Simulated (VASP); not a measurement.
Runs of VASP 6.6.1 on GaN. The structure is that of space group P6_3mc (No. 186), or close to it. The cells are those of the table. 

```csv
level,cell,smearing,gap on the mesh (eV),pressure (GPa),largest force (eV/Å)
PBE,"a = 3.183, b = 3.183, c = 5.281 Å, angles 90.0, 90.0, 120.0°, 4 atoms",fermi-dirac 0.02 eV,(a),2.7,0.01
r2SCAN,"a = 3.325, b = 3.325, c = 5.184 Å, angles 90.0, 90.0, 120.0°, 4 atoms",gaussian 0.01 eV,1.67,(c),0.02
r2SCAN,"a = 3.183, b = 3.183, c = 5.281 Å, angles 90.0, 90.0, 120.0°, 4 atoms",gaussian 0.01 eV,2.14,-2.5,0.01
PBE,"a = 3.325, b = 3.325, c = 5.184 Å, angles 90.0, 90.0, 120.0°, 4 atoms",fermi-dirac 0.02 eV,(b),-7.9,0.03
```

Alike in all rows: task single point; potentials or basis VASP PAW PBE potentials, release 64 (Ga_d, N); no spin polarisation; k mesh 12 × 12 × 6; cutoff (eV) 520.

Estimate the missing entries.

(a) 1.74; (b) 1.29; (c) -13.4.

Caveats: the PAW data sets were made with another functional, which shifts forces and pressure a little (some runs).

A k mesh can miss the band edges, and the runs leave out spin-orbit coupling on Ga.
